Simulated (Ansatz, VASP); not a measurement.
## KTaO3 in VASP and in Ansatz

```
CELL_PARAMETERS angstrom
3.99013 0.00000 0.00000
0.00000 3.99013 0.00000
0.00000 0.00000 3.99013
ATOMIC_POSITIONS crystal
K 0.00000 0.00000 0.00000
Ta 0.50000 0.50000 0.50000
O 0.50000 0.50000 0.00000
O 0.50000 0.00000 0.50000
O 0.00000 0.50000 0.50000
```

Alike in both runs: task single point; functional r2SCAN; k mesh 6 × 6 × 6; no spin polarisation.

|  | VASP | Ansatz |
| --- | --- | --- |
| version | VASP 6.6.1 | Ansatz 0.2.0 |
| potentials or method | VASP PAW PBE potentials, release 64 (K_sv, Ta_pv, O) | plane waves, PAW |
| plane-wave cutoff (eV) | 520 | 500 |
| occupations | gaussian, width 0.01 eV | fixed |
| valence electrons in the cell | 38 | 40 |

|  | VASP | Ansatz | Ansatz less VASP |
| --- | --- | --- | --- |
| gap on the k mesh at the Fermi level (eV) | 2.59 | 2.63 | +0.031 |
| pressure (GPa) | 0.9 | 0.0 | -0.91 |

VASP's potentials were made for PBE, not for r2SCAN. VASP's potentials hold 38 valence electrons a cell and Ansatz's 40, so a difference there can come from the potentials and not from the codes.

Neither program's run includes spin-orbit coupling.
